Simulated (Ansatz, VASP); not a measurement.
**One calculation of SiC, two programs**

The input POSCAR:

```
SiC
1.0
    0.0000000000      2.1790000000      2.1790000000
    2.1790000000      0.0000000000      2.1790000000
    2.1790000000      2.1790000000      0.0000000000
Si C
1 1
Direct
    0.0000000000      0.0000000000      0.0000000000
    0.7500000000      0.7500000000      0.7500000000
```

INCAR.step1

```
SYSTEM = SiC
PREC = Accurate ; ENCUT = 520
EDIFF = 1E-5 ; ISMEAR = -1
SIGMA = 0.05 ; LREAL = .False.
LASPH = .True. ; NELM = 120
ALGO = Normal ; ISIF = 2
LWAVE = .True. ; LCHARG = .False.
GGA = PE ; NBANDS = 11
GGA_COMPAT = .False.
```

Contents of INCAR.step2:

```
SYSTEM = SiC
PREC = Accurate ; ENCUT = 520
EDIFF = 1E-6 ; ISMEAR = -1
SIGMA = 0.05 ; LREAL = .False.
LASPH = .True. ; NELM = 120
ALGO = Normal ; ISIF = 2
LWAVE = .False. ; LCHARG = .False.
GGA = PE ; LHFCALC = .True.
AEXX = 0.25 ; PRECFOCK = Normal
ISTART = 1 ; NBANDS = 11
GGA_COMPAT = .False.
```

The input KPOINTS:

```
Automatic mesh
0
Gamma
  8 8 8
  0 0 0
```

File input.yaml:

```yaml
crystal:
  lattice:
    - [0.0, 2.179, 2.179]
    - [2.179, 0.0, 2.179]
    - [2.179, 2.179, 0.0]
  atoms:
    - { symbol: Si, position: [0.0, 0.0, 0.0] }
    - { symbol: C, position: [0.75, 0.75, 0.75] }
kpoints:
  mp_grid: { grid: [8, 8, 8] }
scf:
  occupations: { method: fermi_dirac, width: 0.05 }
hamiltonian:
  xc: pbe0
  pseudopotentials: { kind: all_electron, datasets: crystal }
output:
  forces: true
  stress: true
```

Alike in both runs: task single point; functional PBE0; k mesh 8 × 8 × 8; occupations fermi-dirac, width 0.05 eV; no spin polarisation.

|  | VASP | Ansatz |
| --- | --- | --- |
| version | VASP 6.6.1 | Ansatz 0.2.0 |
| potentials or method | VASP PAW PBE potentials, release 64 (Si, C), cutoff 520 eV | all-electron PAW datasets made for the crystal |

```tsv
	VASP	Ansatz	Ansatz less VASP
gap on the k mesh at the Fermi level (eV)	2.96	2.95	-0.017
least direct gap on the mesh (eV)	6.47	6.45	-0.023
pressure (GPa)	-2.0	-1.6	+0.38
```

Ansatz ran all-electron here, and VASP with PAW potentials.
